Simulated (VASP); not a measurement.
# LiF (P6_3mc) in VASP: further runs

Runs on LiF. Level: PBEsol. Tasks: single point.

Program: VASP 6.6.1. These are calculated values, not measurements. Logs are shortened: lines on timing, memory, paths and dates and some standing lists are left out, and cuts for length are marked.

## Step 1: The cell of the first run

Symmetry: P6_3mc, No. 186, hexagonal system. The conventional cell has a = 3.147 Å, b = 3.147 Å, c = 4.547 Å, α = 90.00°, β = 90.00°, γ = 120.00°. Within 2.3 Å of Li (site symmetry 3m) lie 4 F at 1.76 to 1.89 Å. Within 2.3 Å of F (site symmetry 3m) lie 4 Li at 1.76 to 1.89 Å.

## Step 2: Single point, PBEsol

Input file INCAR:

```
SYSTEM = LiF
PREC = Accurate
ENCUT = 520
EDIFF = 1E-6
ISMEAR = 0
SIGMA = 0.05
LREAL = .FALSE.
LASPH = .TRUE.
NELM = 60
ALGO = Normal
ISIF = 2
LWAVE = .FALSE.
LCHARG = .FALSE.
GGA = PS
NBANDS = 18
```

Input file KPOINTS:

```
Automatic mesh
0
G
  9 9 6
  0 0 0
```

Input file POSCAR:

```
LiF
1.0
    3.1472084965      0.0000000000      0.0000000000
   -1.5736042482      2.7255625090      0.0000000000
    0.0000000000      0.0000000000      4.5473878428
Li F
2 2
Direct
    0.3333333333      0.6666666667      0.3811542600
    0.6666666667      0.3333333333      0.8811542600
    0.3333333333      0.6666666667      0.9938437400
    0.6666666667      0.3333333333      0.4938437400
```

Potentials or basis: VASP PAW PBE potentials, release 64 (Li_sv, F).

Started as:

```
$ cat potpaw_PBE.64/Li_sv/POTCAR potpaw_PBE.64/F/POTCAR > POTCAR
$ mpirun -np 1 vasp_std > vasp.out
```

OUTCAR:

```text
SYSTEM = LiF
   PREC = Accurate
   ENCUT = 520
   EDIFF = 1E-6
   ISMEAR = 0
   LREAL = .FALSE.
   LASPH = .TRUE.
   NELM = 60
   ISIF = 2
   GGA = PS

 ion  position               nearest neighbor table
   1  0.333  0.667  0.381-   3 1.76   4 1.89   4 1.89   4 1.89
   2  0.667  0.333  0.881-   4 1.76   3 1.89   3 1.89   3 1.89
   3  0.333  0.667  0.994-   1 1.76   2 1.89   2 1.89   2 1.89
   4  0.667  0.333  0.494-   2 1.76   1 1.89   1 1.89   1 1.89

  LATTYP: Found a hexagonal cell.
 ALAT       =     3.1472084965
 C/A-ratio  =     1.4448956426

  Lattice vectors:

 A1 = (   3.1472084965,   0.0000000000,   0.0000000000)
 A2 = (  -1.5736042482,   2.7255625090,   0.0000000000)
 A3 = (   0.0000000000,   0.0000000000,   4.5473878428)

Analysis of symmetry for initial positions (statically):
=====================================================================
 Subroutine PRICEL returns:
 Original cell was already a primitive cell.

 Routine SETGRP: Setting up the symmetry group for a
 hexagonal supercell.

 Subroutine GETGRP returns: Found 12 space group operations
 (whereof  6 operations were pure point group operations)
 out of a pool of 24 trial point group operations.

The static configuration has the point symmetry C_3v.
 The point group associated with its full space group is C_6v.

Analysis of symmetry for dynamics (positions and initial velocities):
=====================================================================
 Subroutine PRICEL returns:
 Original cell was already a primitive cell.

 Routine SETGRP: Setting up the symmetry group for a
 hexagonal supercell.

 Subroutine GETGRP returns: Found 12 space group operations
 (whereof  6 operations were pure point group operations)
 out of a pool of 24 trial point group operations.

The dynamic configuration has the point symmetry C_3v.
 The point group associated with its full space group is C_6v.

 Subroutine INISYM returns: Found 12 space group operations
 (whereof  6 operations are pure point group operations),
 and found     1 'primitive' translations

----------------------------------------------------------------------------------------

                                     Primitive cell

  volume of cell :      39.0071

  direct lattice vectors                    reciprocal lattice vectors
     3.147208496  0.000000000  0.000000000     0.317741898  0.183448370  0.000000000
    -1.573604248  2.725562509  0.000000000     0.000000000  0.366896740  0.000000000
     0.000000000  0.000000000  4.547387843     0.000000000  0.000000000  0.219906468

  length of vectors
     3.147208496  3.147208496  4.547387843     0.366896740  0.366896740  0.219906468

  position of ions in fractional coordinates (direct lattice)
     0.333333333  0.666666667  0.381154260
     0.666666667  0.333333333  0.881154260
     0.333333333  0.666666667  0.993843740
     0.666666667  0.333333333  0.493843740

  ion indices of the primitive-cell ions
   primitive index   ion index
                 1           1
                 2           2
                 3           3
                 4           4

----------------------------------------------------------------------------------------

 KPOINTS: Automatic mesh

Automatic generation of k-mesh.
 Grid dimensions read from file:
 generate k-points for:    9    9    6

 Generating k-lattice:

  Cartesian coordinates                     Fractional coordinates (reciprocal lattice)
     0.035304655  0.020383152  0.000000000     0.111111111  0.000000000  0.000000000
     0.000000000  0.040766304  0.000000000     0.000000000  0.111111111  0.000000000
     0.000000000  0.000000000  0.036651078     0.000000000  0.000000000  0.166666667

  Length of vectors
     0.040766304  0.040766304  0.036651078

  Shift w.r.t. Gamma in fractional coordinates (k-lattice)
     0.000000000  0.000000000  0.000000000

 Subroutine IBZKPT returns following result:
 ===========================================

 Found     48 irreducible k-points:

 Following reciprocal coordinates:
[... 43 lines left out ...]
  ---------------------------------------------------
  ext. energy  EPLUGINS =         0.00000000
  ---------------------------------------------------
  free energy    TOTEN  =       -19.54795072 eV

  energy without entropy =      -19.54795072  energy(sigma->0) =      -19.54795072

 E-fermi :  -2.2033     XC(G=0):  -9.1082

 val. band max:       -2.3969810270   @ k =   0.0000   0.0000   0.0000
 cond. band min:       5.2514430503   @ k =   0.0000   0.0000   0.0000
 fundamental gap:      7.6484240773
 Fermi energy:        -2.2032963923

 k-point     1 :       0.0000    0.0000    0.0000
  band No.  band energies     occupation
      1     -42.1907      2.00000
      2     -42.1283      2.00000
      3     -21.8156      2.00000
      4     -21.5121      2.00000
      5      -4.7136      2.00000
      6      -3.0813      2.00000
[... 10 lines left out ...]
     17      16.7166      0.00000
     18      19.5580      0.00000

 k-point     2 :       0.1111    0.0000    0.0000
  band No.  band energies     occupation
      1     -42.1867      2.00000
      2     -42.1278      2.00000
      3     -21.7996      2.00000
      4     -21.5124      2.00000
      5      -4.6534      2.00000
      6      -3.1942      2.00000
[... 10 lines left out ...]
     17      16.9493      0.00000
     18      18.7655      0.00000

 k-point     3 :       0.2222    0.0000    0.0000
  band No.  band energies     occupation
      1     -42.1762      2.00000
      2     -42.1267      2.00000
      3     -21.7561      2.00000
      4     -21.5152      2.00000
      5      -4.5004      2.00000
      6      -3.5226      2.00000
[... 10 lines left out ...]
     17      17.0780      0.00000
     18      17.6395      0.00000

 k-point     4 :       0.3333    0.0000    0.0000
  band No.  band energies     occupation
      1     -42.1629      2.00000
      2     -42.1270      2.00000
      3     -21.6984      2.00000
      4     -21.5262      2.00000
      5      -4.4119      2.00000
      6      -3.7904      2.00000
[... 375 lines left out ...]
      4     -21.5451      2.00000
      5      -4.2507      2.00000
      6      -4.1616      2.00000
[... 10 lines left out ...]
     17      17.4451      0.00000
     18      18.3928      0.00000

 k-point    23 :       0.3333    0.2222    0.1667
  band No.  band energies     occupation
      1     -42.1447      2.00000
      2     -42.1326      2.00000
      3     -21.6189      2.00000
      4     -21.5624      2.00000
      5      -4.4974      2.00000
      6      -3.9509      2.00000
[... 10 lines left out ...]
     17      16.9357      0.00000
     18      18.6879      0.00000

 k-point    24 :       0.3333    0.3333    0.1667
  band No.  band energies     occupation
      1     -42.1375      2.00000
      2     -42.1375      2.00000
      3     -21.5860      2.00000
      4     -21.5860      2.00000
      5      -4.5569      2.00000
      6      -3.7816      2.00000
[... 10 lines left out ...]
     17      16.3483      0.00000
     18      18.7075      0.00000

 [... further k-points ...]
[... 5 lines left out ...]
  --------------------------------------------------------------------------------------
  -------------------------------------------------------------------------------------
  Total       -0.2453440     -0.2453440      1.7966708     -0.0000000      0.0000000      0.0000000
  in kB      -10.0772594    -10.0772594     73.7964421     -0.0000000      0.0000000      0.0000000
  external PRESSURE =      17.8806411 kB  Pullay stress =       0.0000000 kB

 VOLUME and BASIS-vectors are now :
 -----------------------------------------------------------------------------
  energy-cutoff  :      520.00
  volume of cell :       39.01
      direct lattice vectors                 reciprocal lattice vectors
     3.147208496  0.000000000  0.000000000     0.317741898  0.183448370  0.000000000
    -1.573604248  2.725562509  0.000000000     0.000000000  0.366896740  0.000000000
     0.000000000  0.000000000  4.547387843     0.000000000  0.000000000  0.219906468

 POSITION                                       TOTAL-FORCE (eV/Angst)
 -----------------------------------------------------------------------------------
     -0.00000      1.81704      1.73326        -0.000000     -0.000000      0.464133
      1.57360      0.90852      4.00695         0.000000     -0.000000      0.464133
     -0.00000      1.81704      4.51939        -0.000000      0.000000     -0.464133
      1.57360      0.90852      2.24570         0.000000     -0.000000     -0.464133
 -----------------------------------------------------------------------------------
    total drift:                               -0.000000     -0.000000     -0.002852

  FREE ENERGIE OF THE ION-ELECTRON SYSTEM (eV)
  ---------------------------------------------------
  free  energy   TOTEN  =       -19.5479507242 eV

  energy  without entropy=      -19.5479507242  energy(sigma->0) =      -19.54795072
```

Run time: 44 s. Hardware: 1 thread of AMD EPYC 7R13, shared host; peak memory 0.13 GiB.

What came out:

```
Free energy            : -19.5480 eV
Largest force          : 0.464 eV/Å
Band gap on the k mesh : 7.65 eV, direct
```

Forces in eV/Å, atoms in the order of the input:
```
Li   0.000  0.000  0.464
Li   0.000  0.000  0.464
F    0.000  0.000 -0.464
F    0.000  0.000 -0.464
```

Caveat: the cutoff is under 1.25 times the usual one of these potentials, so pressure, stress and relaxed cells hold a basis-set (Pulay) error; the PAW data sets were made with another functional, which shifts forces and pressure a little. A k mesh can miss the band edges.

## Step 3: Single point, PBEsol

This run uses another cell than the first one, of the same volume but with other edges.

Input file INCAR:

```
SYSTEM = LiF
  PREC = Accurate
  ENCUT = 520
  EDIFF = 1E-7
  ISMEAR = 0
  SIGMA = 0.05
  LREAL = .False.
  LASPH = .True.
  NELM = 60
  ALGO = Normal
  ISIF = 2
  LWAVE = .False.
  LCHARG = .False.
  GGA = PS
  NBANDS = 18
```

Input file KPOINTS:

```
regular mesh
0
Gamma
  9 9 6
  0 0 0
```

Input file POSCAR:

```
LiF
1.0
    2.9652221056      0.0000000000      0.0000000000
   -1.4826110528      2.5679576713      0.0000000000
    0.0000000000      0.0000000000      5.1226958147
Li F
2 2
Direct
    0.3333333333      0.6666666667      0.3811542600
    0.6666666667      0.3333333333      0.8811542600
    0.3333333333      0.6666666667      0.9938437400
    0.6666666667      0.3333333333      0.4938437400
```

Potentials or basis: VASP PAW PBE potentials, release 64 (Li_sv, F).

Started as:

```
$ cat potpaw_PBE.64/Li_sv/POTCAR potpaw_PBE.64/F/POTCAR > POTCAR
$ mpirun -np 1 vasp_std > vasp.out
```

Run time: 54 s. Hardware: 1 thread of AMD EPYC 7R13, shared host; peak memory 0.14 GiB.

It converged, with:

| Property | Result |
| --- | --- |
| Free energy | -19.5200 eV |
| Largest force | 0.305 eV/Å |
| Band gap on the k mesh | 7.79 eV, direct |

Forces in eV/Å, atoms in the order of the input:
```
Li   0.000  0.000 -0.305
Li   0.000  0.000 -0.305
F    0.000  0.000  0.305
F    0.000  0.000  0.305
```

Levels at points of the mesh, in eV from the valence-band top:
```tsv
k point	band 6	band 7	band 8	band 9	band 10	band 11	band 12	band 13	band 14	band 15
(0.00, 0.00, 0.00)	-0.21	-0.21	-0.03	0.00	0.00	7.79	11.61	15.00	18.87	19.52
(0.00, 0.00, 0.50)	-1.16	-0.11	-0.11	-0.11	-0.11	9.40	9.40	16.97	16.97	19.79
```

Caveat: the cutoff is under 1.25 times the usual one of these potentials, so pressure, stress and relaxed cells hold a basis-set (Pulay) error; the PAW data sets were made with another functional, which shifts forces and pressure a little.

## Step 4: Single point, PBEsol

This run uses another cell than the first one, of the same volume but with other edges.

Input file INCAR:

```
PREC = Accurate
ENCUT = 520
EDIFF = 1E-6
ISMEAR = 0
SIGMA = 0.05
LREAL = False
LASPH = True
NELM = 80
ALGO = Normal
ISIF = 2
LWAVE = False
LCHARG = False
GGA = PS
NBANDS = 18
```

Input file KPOINTS:

```
Automatic mesh
0
Gamma
  9 9 6
```

Input file POSCAR:

```
LiF
1.0
    3.1028757110      0.0000000000      0.0000000000
   -1.5514378555      2.6871691906      0.0000000000
    0.0000000000      0.0000000000      4.6782590549
Li F
2 2
Direct
    0.3333333333      0.6666666667      0.3811542600
    0.6666666667      0.3333333333      0.8811542600
    0.3333333333      0.6666666667      0.9938437400
    0.6666666667      0.3333333333      0.4938437400
```

Started as:

```
$ cat potpaw_PBE.64/Li_sv/POTCAR potpaw_PBE.64/F/POTCAR > POTCAR
$ mpirun -np 1 vasp_std > vasp.out
```

It took 56 s on 1 thread of AMD EPYC 7R13, shared host; peak memory 0.13 GiB.

Results (log left out):

```
Free energy            : -19.5891 eV
Largest force          : 0.198 eV/Å
Band gap on the k mesh : 7.69 eV, direct
```

Forces in eV/Å, atoms in the order of the input:
```
Li   0.000  0.000  0.198
Li   0.000  0.000  0.198
F    0.000  0.000 -0.198
F    0.000  0.000 -0.198
```

Levels at points of the mesh, in eV from the valence-band top:
```
           k point  band 6  band 7  band 8  band 9  band 10  band 11  band 12  band 13  band 14  band 15
(0.00, 0.00, 0.00)   -0.59   -0.59   -0.20   -0.20     0.00     7.69    12.21    15.48    18.22    18.22
(0.00, 0.00, 0.50)   -1.19   -0.39   -0.39   -0.39    -0.39     9.45     9.45    17.95    17.95    18.48
```

Caveat: the cutoff is under 1.25 times the usual one of these potentials, so pressure, stress and relaxed cells hold a basis-set (Pulay) error; the PAW data sets were made with another functional, which shifts forces and pressure a little. A k mesh can miss the band edges.

## Step 5: Single point, PBEsol

This run uses another cell than the first one, of the same volume but with other edges.

Input file INCAR:

```
PREC = Accurate
ENCUT = 520
EDIFF = 1E-7
ISMEAR = 0
SIGMA = 0.05
LREAL = F
LASPH = T
NELM = 80
ALGO = Normal
ISIF = 2
LWAVE = F
LCHARG = F
GGA = PS
NBANDS = 18
```

KPOINTS is that of step 4.

Input file POSCAR:

```
LiF
1.0
    3.2972974635      0.0000000000      0.0000000000
   -1.6486487317      2.8555433672      0.0000000000
    0.0000000000      0.0000000000      4.1428267279
Li F
2 2
Direct
    0.3333333333      0.6666666667      0.3811542600
    0.6666666667      0.3333333333      0.8811542600
    0.3333333333      0.6666666667      0.9938437400
    0.6666666667      0.3333333333      0.4938437400
```

Started as:

```
$ cat potpaw_PBE.64/Li_sv/POTCAR potpaw_PBE.64/F/POTCAR > POTCAR
$ mpirun -np 1 vasp_std > vasp.out
```

Run time: 65 s. Hardware: 1 thread of AMD EPYC 7R13, shared host; peak memory 0.14 GiB.

It converged, with:

- Free energy: -19.1453 eV
- Largest force: 1.937 eV/Å
- Band gap on the k mesh: 7.57 eV, direct

Forces on the atoms (eV/Å):
```
Li   0.000  0.000  1.937
Li   0.000  0.000  1.937
F    0.000  0.000 -1.937
F    0.000  0.000 -1.937
```

Levels at points of the mesh, in eV from the valence-band top:
```csv
k point,band 7,band 8,band 9,band 10,band 11,band 12,band 13,band 14
"(0.00, 0.00, 0.00)",-0.91,-0.19,-0.19,0.00,7.57,13.45,16.67,16.93
"(0.00, 0.00, 0.50)",-0.55,-0.55,-0.55,-0.55,9.65,9.65,17.11,17.11
```

Caveat: the cutoff is under 1.25 times the usual one of these potentials, so pressure, stress and relaxed cells hold a basis-set (Pulay) error; the PAW data sets were made with another functional, which shifts forces and pressure a little. A k mesh can miss the band edges.

## Step 6: Single point, PBEsol

This run uses another cell than the first one, of the same volume but with other edges.

Input file INCAR:

```
SYSTEM = LiF
PREC = Accurate
ENCUT = 520
EDIFF = 1E-6
ISMEAR = 0
SIGMA = 0.05
LREAL = .FALSE.
LASPH = .TRUE.
NELM = 60
ALGO = Normal
ISIF = 2
LWAVE = .FALSE.
LCHARG = .FALSE.
GGA = PS
NBANDS = 18
```

Input file KPOINTS:

```
Automatic mesh
0
G
  9 9 6
  0 0 0
```

Input file POSCAR:

```
LiF
1.0
    2.8046177183      0.0000000000      0.0000000000
   -1.4023088591      2.4288701920      0.0000000000
    0.0000000000      0.0000000000      5.7261890177
Li F
2 2
Direct
    0.3333333333      0.6666666667      0.3811542600
    0.6666666667      0.3333333333      0.8811542600
    0.3333333333      0.6666666667      0.9938437400
    0.6666666667      0.3333333333      0.4938437400
```

Potentials or basis: VASP PAW PBE potentials, release 64 (Li_sv, F).

Started as:

```
$ cat potpaw_PBE.64/Li_sv/POTCAR potpaw_PBE.64/F/POTCAR > POTCAR
$ mpirun -np 1 vasp_std > vasp.out
```

Run time: 61 s. Hardware: 1 thread of AMD EPYC 7R13, shared host; peak memory 0.14 GiB.

It converged, with:

- Free energy: -19.0732 eV
- Largest force: 0.515 eV/Å
- Band gap on the k mesh: 7.24 eV, direct

Forces on the atoms (eV/Å):
```
Li   0.000  0.000 -0.515
Li   0.000  0.000 -0.515
F    0.000  0.000  0.515
F    0.000  0.000  0.515
```

Levels at points of the mesh, in eV from the valence-band top:
| k point | band 7 | band 8 | band 9 | band 10 | band 11 | band 12 | band 13 | band 14 |
| --- | --- | --- | --- | --- | --- | --- | --- | --- |
| (0.00, 0.00, 0.00) | -0.09 | -0.09 | 0.00 | 0.00 | 7.24 | 10.48 | 14.34 | 16.89 |
| (0.00, 0.00, 0.50) | -0.04 | -0.04 | -0.04 | -0.04 | 8.72 | 8.72 | 15.76 | 15.76 |

Caveat: the cutoff is under 1.25 times the usual one of these potentials, so pressure, stress and relaxed cells hold a basis-set (Pulay) error; the PAW data sets were made with another functional, which shifts forces and pressure a little.

## Step 7: Summary

| cell | gap on the mesh (eV) | largest force (eV/Å) |
| --- | --- | --- |
| a = 3.147, b = 3.147, c = 4.547 Å, angles 90.0, 90.0, 120.0°, 4 atoms | 7.65 | 0.46 |
| a = 2.965, b = 2.965, c = 5.123 Å, angles 90.0, 90.0, 120.0°, 4 atoms | 7.79 | 0.31 |
| a = 3.103, b = 3.103, c = 4.678 Å, angles 90.0, 90.0, 120.0°, 4 atoms | 7.69 | 0.20 |
| a = 3.297, b = 3.297, c = 4.143 Å, angles 90.0, 90.0, 120.0°, 4 atoms | 7.57 | 1.94 |
| a = 2.805, b = 2.805, c = 5.726 Å, angles 90.0, 90.0, 120.0°, 4 atoms | 7.24 | 0.51 |

Alike in all rows: task single point; level PBEsol; potentials or basis VASP PAW PBE potentials, release 64 (Li_sv, F); no spin polarisation; k mesh 9 × 9 × 6; cutoff (eV) 520; smearing gaussian 0.05 eV.

Caveats: the cutoff is under 1.25 times the usual one of these potentials, so pressure, stress and relaxed cells hold a basis-set (Pulay) error; the PAW data sets were made with another functional, which shifts forces and pressure a little.

Total energies depend on the potentials used, so only differences within one code and one set of settings carry meaning.
